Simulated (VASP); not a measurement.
Here is a VASP 6.6.1 calculation.

The input INCAR:

```
SYSTEM = Si3Ag
PREC = Accurate ; ENCUT = 520
EDIFF = 1E-6 ; ISMEAR = 0
SIGMA = 0.1 ; LREAL = .FALSE.
LASPH = .TRUE. ; NELM = 100
ALGO = Normal ; ISIF = 2
LWAVE = .FALSE. ; LCHARG = .FALSE.
GGA = PE ; NBANDS = 20
```

KPOINTS

```
regular mesh
0
G
  12 12 12
  0 0 0
```

The input POSCAR:

```
Si3Ag
1.0
   -2.5742973460      2.5742973460      2.5742973460
    2.5742973460     -2.5742973460      2.5742973460
    2.5742973460      2.5742973460     -2.5742973460
Si Ag
3 1
Direct
    0.0000000000      0.5000000000      0.5000000000
    0.5000000000      0.0000000000      0.5000000000
    0.5000000000      0.5000000000      0.0000000000
    0.0000000000      0.0000000000      0.0000000000
```

Potentials or basis: VASP PAW PBE potentials, release 64 (Si, Ag).

Launch:

```bash
$ cat potpaw_PBE.64/Si/POTCAR potpaw_PBE.64/Ag/POTCAR > POTCAR
$ mpirun -np 1 vasp_std > vasp.out
```

(1) Predict the pressure.

(2) What does it give for the band gap on the k mesh?

Answers

(1) 0.0 GPa.

(2) zero (an odd number of electrons rules out a gap without spin polarisation).
